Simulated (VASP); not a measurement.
Here is a VASP 6.6.1 calculation.

File INCAR:

```
  ALGO = Normal
  EDIFF = 1E-7
  EDIFFG = -0.01
  ENCUT = 600
  GGA = PE
  IBRION = 2
  ISIF = 3
  ISMEAR = 0
  LASPH = True
  LCHARG = False
  LREAL = False
  LWAVE = False
  NELM = 60
  NSW = 100
  PREC = Accurate
  SIGMA = 0.02
```

KPOINTS

```
k-points
0
Gamma
  8 8 8
```

Contents of POSCAR:

```
ZnSe
1.0
    0.0000000000      2.8663936917      2.8663936917
    2.8663936917      0.0000000000      2.8663936917
    2.8663936917      2.8663936917      0.0000000000
Zn Se
1 1
Direct
    0.7500000000      0.7500000000      0.7500000000
    0.5000000000      0.5000000000      0.5000000000
```

Potentials or basis: VASP PAW PBE potentials, release 64 (Zn, Se).

Launch:

```bash
$ cat potpaw_PBE.64/Zn/POTCAR potpaw_PBE.64/Se/POTCAR > POTCAR
$ mpirun -np 1 vasp_std > vasp.out
```

Task: Predict the relaxed volume.

Result: 23.65 Å³/atom.

Task: Estimate the space group after relaxing (to 0.05 Å).

Result: F-43m (No. 216).

Final structure:
```
CELL_PARAMETERS angstrom
0.00000 2.87047 2.87047
2.87047 0.00000 2.87047
2.87047 2.87047 0.00000
ATOMIC_POSITIONS crystal
Zn 0.75000 0.75000 0.75000
Se 0.50000 0.50000 0.50000
```
